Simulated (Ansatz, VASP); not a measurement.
One calculation of Os, two programs

INCAR

```
SYSTEM = Os
ALGO = Normal
EDIFF = 1E-6
ENCUT = 600
GGA = PS
GGA_COMPAT = .FALSE.
ISIF = 2
ISMEAR = -1
LASPH = .TRUE.
LCHARG = .TRUE.
LELF = .TRUE.
LREAL = .FALSE.
LVHAR = .TRUE.
LWAVE = .FALSE.
NBANDS = 10
NELM = 120
PREC = Accurate
SIGMA = 0.05
```

KPOINTS

```
k-points
0
G
  14 14 14
  0 0 0
```

File POSCAR:

```
Os
1.0
    0.0000000000      1.9450000000      1.9450000000
    1.9450000000      0.0000000000      1.9450000000
    1.9450000000      1.9450000000      0.0000000000
Os
1
Direct
    0.0000000000      0.0000000000      0.0000000000
```

Input for Ansatz:

```yaml
crystal:
  lattice:
    - [0.0, 1.945, 1.945]
    - [1.945, 0.0, 1.945]
    - [1.945, 1.945, 0.0]
  atoms:
    - { symbol: Os, position: [0.0, 0.0, 0.0] }
kpoints:
  mp_grid: { grid: [14, 14, 14] }
  band_path:
    path:
      - [0.0, 0.0, 0.0]
      - [0.5, 0.0, 0.5]
      - [0.625, 0.25, 0.625]
      - [0.375, 0.375, 0.75]
      - [0.0, 0.0, 0.0]
      - [0.5, 0.5, 0.5]
      - [0.5, 0.25, 0.75]
      - [0.5, 0.0, 0.5]
    npoints: 14
scf:
  occupations: { method: fermi_dirac, width: 0.05 }
hamiltonian:
  xc: pbesol
  pseudopotentials: { kind: all_electron, lapw: { basis_error: 0.0005 } }
output:
  forces: true
  stress: true
  eigenvalues: true
  fatbands: true
  populations: true
  dos: { projected: true, de: 0.2, e_range: [-14, 8] }
```

Alike in both runs: task single point; functional PBEsol; k mesh 14 × 14 × 14; occupations fermi-dirac, width 0.05 eV; no spin polarisation.

|  | VASP | Ansatz |
| --- | --- | --- |
| version | VASP 6.6.1 | Ansatz 0.2.0 |
| potentials or method | VASP PAW PBE potentials, release 64 (Os), cutoff 600 eV | all-electron LAPW, scalar-relativistic |

```csv
,VASP,Ansatz,Ansatz less VASP
pressure (GPa),-19.8,-19.9,-0.05
```

VASP's potentials were made for PBE, not for PBEsol. Ansatz ran all-electron here, and VASP with PAW potentials.

Spin-orbit coupling is off throughout.
